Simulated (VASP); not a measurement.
A run of VASP 6.6.1:

File INCAR:

```
  PREC = Accurate
  ENCUT = 520
  EDIFF = 1E-6
  ISMEAR = 0
  SIGMA = 0.1
  LREAL = F
  LASPH = T
  NELM = 80
  ALGO = Fast
  ISIF = 2
  LWAVE = F
  LCHARG = F
  GGA = PE
  NBANDS = 25
```

File KPOINTS:

```
Automatic mesh
0
Gamma
  3 3 2
```

File POSCAR:

```
Hg
1.0
    4.5400020208      0.0000000000      0.0000000000
   -2.2700010104      3.9317570832      0.0000000000
    0.0000000000      0.0000000000      3.8700000000
Hg
3
Direct
    0.3333333333      0.6666666667      0.5000000000
    0.0000000000      0.0000000000      0.0000000000
    0.6666666667      0.3333333333      0.5000000000
```

Potentials or basis: VASP PAW PBE potentials, release 64 (Hg).

Command:

```sh
$ cat potpaw_PBE.64/Hg/POTCAR > POTCAR
$ mpirun -np 1 vasp_std > vasp.out
```

Hardware: 1 thread of AMD EPYC 7R13, with other jobs on the host.

Problem. How long does it take, and how much memory?

Solution. Run time: 17 s on 1 thread of AMD EPYC 7R13 (shared host), peak memory 0.15 GiB. Counts: scf iterations 12, k points 6.
